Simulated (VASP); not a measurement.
# Sr (C2/m) in VASP: single point with PBE

Aim: the single point of Sr with PBE.

All numbers are computed with VASP 6.6.1; they aren't measurements. Logs are shortened: lines on timing, memory, paths and dates and some standing lists are left out, and cuts for length are marked.

## (1) The cell of the first run

Symmetry: C2/m, No. 12, monoclinic system. Conventional cell: a = 8.828 Å, b = 7.124 Å, c = 4.280 Å, α = 90.00°, β = 118.85°, γ = 90.00°. Sr (site symmetry m) has 7 Sr at 3.65 to 4.51 Å within 4.8 Å.

## (2) Single point, PBE (strained and its atoms moved)

File INCAR:

```
PREC = Accurate ; ENCUT = 520
EDIFF = 1E-7 ; ISMEAR = 0
SIGMA = 0.1 ; LREAL = False
LASPH = True ; NELM = 80
ALGO = Fast ; ISIF = 2
LWAVE = False ; LCHARG = False
GGA = PE ; NBANDS = 17
```

File KPOINTS:

```
Automatic mesh
0
Gamma
  10 10 10
```

File POSCAR:

```
Sr
1.0
   -3.5618473678      3.8686316832      2.1452027441
    3.5618473678     -3.8630540641      2.1349731953
    3.5618473678      3.8630540641     -2.1349731953
Sr
2
Direct
    0.8164526103      0.2913902051      0.5250624051
   -0.0664526103     -0.0413902051     -0.0250624051
```

Potentials or basis: VASP PAW PBE potentials, release 64 (Sr_sv).

On the command line:

```
$ cat potpaw_PBE.64/Sr_sv/POTCAR > POTCAR
$ mpirun -np 1 vasp_std > vasp.out
```

OUTCAR:

```text
PREC = Accurate
   ENCUT = 520
   EDIFF = 1E-7
   ISMEAR = 0
   LREAL = False
   LASPH = True
   NELM = 80
   ISIF = 2
   GGA = PE

 ion  position               nearest neighbor table
   1  0.816  0.291  0.525-   2 3.65   2 3.65   2 3.76   2 4.49   2 4.51   2 5.05   2 5.05   2 5.12

   2  0.934  0.959  0.975-   1 3.65   1 3.65   1 3.76   1 4.49   1 4.51   1 5.05   1 5.05   1 5.12

  LATTYP: Found a base centered monoclinic cell.
 ALAT       =     8.8275245107
 B/A-ratio  =     0.8069866843
 C/A-ratio  =     0.4848674811
 COS(beta)  =    -0.4825672993

  Lattice vectors:

 A1 = (   3.5618473678,   3.8630540641,  -2.1349731953)
 A2 = (  -3.5618473678,   3.8630540641,  -2.1349731953)
 A3 = (   0.0000000000,   0.0055776191,   4.2801759394)

Analysis of symmetry for initial positions (statically):
=====================================================================
 Subroutine PRICEL returns:
 Original cell was already a primitive cell.

 Routine SETGRP: Setting up the symmetry group for a
 base centered monoclinic supercell.

 Subroutine GETGRP returns: Found  4 space group operations
 (whereof  2 operations were pure point group operations)
 out of a pool of  4 trial point group operations.

The static configuration has the point symmetry C_1h.
 The point group associated with its full space group is C_2h.

Analysis of symmetry for dynamics (positions and initial velocities):
=====================================================================
 Subroutine PRICEL returns:
 Original cell was already a primitive cell.

 Routine SETGRP: Setting up the symmetry group for a
 base centered monoclinic supercell.

 Subroutine GETGRP returns: Found  4 space group operations
 (whereof  2 operations were pure point group operations)
 out of a pool of  4 trial point group operations.

The dynamic configuration has the point symmetry C_1h.
 The point group associated with its full space group is C_2h.

 Subroutine INISYM returns: Found  4 space group operations
 (whereof  2 operations are pure point group operations),
 and found     1 'primitive' translations

----------------------------------------------------------------------------------------

                                     Primitive cell

  volume of cell :     117.8719

  direct lattice vectors                    reciprocal lattice vectors
[... 85 lines left out ...]
   ENCUT  =  520.0 eV  38.22 Ry    6.18 a.u.  10.56 10.55 10.55*2*pi/ulx,y,z
   NELM   =     80;   NELMIN=  2; NELMDL= -5     # of ELM steps
   EDIFF  = 0.1E-06   stopping-criterion for ELM
   LREAL  =      F    real-space projection
   EDIFFG = 0.1E-05   stopping-criterion for IOM
   NSW    =      0    number of steps for IOM
   IBRION =     -1    ionic relax: 0-MD 1-quasi-New 2-CG
   NFREE  =      0    steps in history (QN), initial steepest desc. (CG)
   ISIF   =      2    stress and relaxation
   ISYM   =      2    0-nonsym 1-usesym 2-fastsym
   POTIM  = 0.5000    time-step for ionic-motion
   TEBEG  =    0.0;   TEEND  =   0.0 temperature during run
   PSTRESS=    0.0 pullay stress
   NELECT =      20.0000    total number of electrons
   NUPDOWN=      -1.0000    fix difference up-down
   EMIN   =  10.00;   EMAX   =-10.00  energy-range for DOS
   EFERMI =   0.00;   METHOD = LEGACY
   ISMEAR =     0;   SIGMA  =   0.10  broadening in eV -4-tet -1-fermi 0-gaus
   EFERMI_NEDOS =   21; number of points for ismear=-14 and -15
   IALGO  =     68    algorithm
   IMIX   =      4    mixing-type and parameters
     AMIX     =   0.40;   BMIX     =  1.00
     AMIX_MAG =   1.60;   BMIX_MAG =  1.00
  volume/ion in A,a.u.               =      58.94       397.72
  Fermi-wavevector in a.u.,A,eV,Ry     =   0.906320  1.712696 11.176033  0.821415
  Thomas-Fermi vector in A             =   2.029993
   LORBIT       =      0    0 simple, 1 ext, 2 COOP (PROOUT), +10 PAW based schemes
   GGA     = PE    functional components
   LHFCALC =     F    Hartree Fock is set to
   AEXX    =    0.0000 exact exchange contribution
   IVDW    =     0    specifies the selected vdW correction
   LEPSILON=     F    determine dielectric tensor
   LRPA    =     F    only Hartree local field effects (RPA)
 non-spin polarized calculation
 RMM-DIIS sequential band-by-band and
 Gauss-broadening in eV      SIGMA  =   0.10
  energy-cutoff  :      520.00
  volume of cell :      117.87
 maximum number of plane-waves:      3202
   NGX = 21   NGY = 21   NGZ = 21

 number of electron      20.0000000 magnetization

 Free energy of the ion-electron system (eV)
  ---------------------------------------------------
  ext. energy  EPLUGINS =         0.00000000
  ---------------------------------------------------
  free energy    TOTEN  =        -2.54094472 eV

  energy without entropy =       -2.52031582  energy(sigma->0) =       -2.53063027

 E-fermi :   1.1990     XC(G=0):  -7.1214

 val. band max:        1.1945157073   @ k =  -0.3000  -0.3000   0.3000
 cond. band min:       1.1991615856   @ k =   0.3000  -0.1000   0.1000
 fundamental gap:      0.0046458783
 Fermi energy:         1.1990262810

 k-point     1 :       0.0000    0.0000    0.0000
  band No.  band energies     occupation
      1     -35.6247      2.00000
      2     -35.5765      2.00000
      3     -17.8133      2.00000
      4     -17.6614      2.00000
      5     -17.5117      2.00000
      6     -17.5006      2.00000
[... 457 lines left out ...]
      4     -17.6586      2.00000
      5     -17.5290      2.00000
      6     -17.5056      2.00000
[... 9 lines left out ...]
     16       3.9158      0.00000
     17       4.2238      0.00000

 [... further k-points ...]

------------------------ aborting loop because EDIFF is reached ----------------------------------------

  FORCE on cell =-STRESS in cart. coord.  units (eV):
  Direction    XX          YY          ZZ          XY          YZ          ZX
  --------------------------------------------------------------------------------------
  -------------------------------------------------------------------------------------
  Total        1.9933195     -0.9370738     -1.2778435      0.0000000     -0.6270161     -0.0000000
  in kB       27.0942501    -12.7372014    -17.3691227      0.0000000     -8.5227332     -0.0000000
  external PRESSURE =      -1.0040247 kB  Pullay stress =       0.0000000 kB

 VOLUME and BASIS-vectors are now :
 -----------------------------------------------------------------------------
  energy-cutoff  :      520.00
  volume of cell :      117.87
      direct lattice vectors                 reciprocal lattice vectors
    -3.561847368  3.868631683  2.145202744     0.000000000  0.129029007  0.233467114
     3.561847368 -3.863054064  2.134973195     0.140376593 -0.000309116  0.233635659
     3.561847368  3.863054064 -2.134973195     0.140376593  0.129338123 -0.000168544

 POSITION                                       TOTAL-FORCE (eV/Angst)
 -----------------------------------------------------------------------------------
     -0.00000      4.06124      1.25257        -0.000000     -0.486281     -0.035057
      3.56185      3.67463      1.96779         0.000000      0.486281      0.035057
 -----------------------------------------------------------------------------------
    total drift:                                0.000000      0.000000     -0.000000

  FREE ENERGIE OF THE ION-ELECTRON SYSTEM (eV)
  ---------------------------------------------------
  free  energy   TOTEN  =        -2.5409447156 eV

  energy  without entropy=       -2.5203158197  energy(sigma->0) =       -2.53063027
```

Wall time 28 min (1 thread of Intel Xeon 8259CL, shared host); peak memory 0.61 GiB.

Results:

```yaml
Free_energy: -2.5409 eV
Pressure: -0.1 GPa
Largest_force: 0.488 eV/Å
Band_gap_on_the_k_mesh: zero (bands 10 and 11 overlap by 0.51 eV)
```

Forces in eV/Å, atoms in the order of the input:
```
Sr   0.000 -0.486 -0.035
Sr   0.000  0.486  0.035
```

Levels at points of the mesh, in eV from the Fermi level:
| k point | band 8 | band 9 | band 10 | band 11 | band 12 | band 13 |
| --- | --- | --- | --- | --- | --- | --- |
| (0.00, 0.00, 0.00) | -18.62 | -3.34 | -0.22 | 0.86 | 1.04 | 1.76 |
| (0.50, 0.00, 0.00) | -18.62 | -1.06 | -0.15 | -0.04 | 1.00 | 1.19 |
| (0.00, 0.50, 0.00) | -18.68 | -0.77 | -0.26 | 0.18 | 1.10 | 1.17 |
| (0.50, 0.50, 0.00) | -18.68 | -1.88 | -1.61 | 0.88 | 1.20 | 1.53 |
| (0.00, 0.50, 0.50) | -18.61 | -0.98 | -0.16 | -0.15 | 0.88 | 1.03 |
| (0.50, 0.50, 0.50) | -18.60 | -1.23 | -0.76 | -0.17 | 0.22 | 1.19 |

Caveat: the cell differs from its parent crystal (strained and its atoms moved).
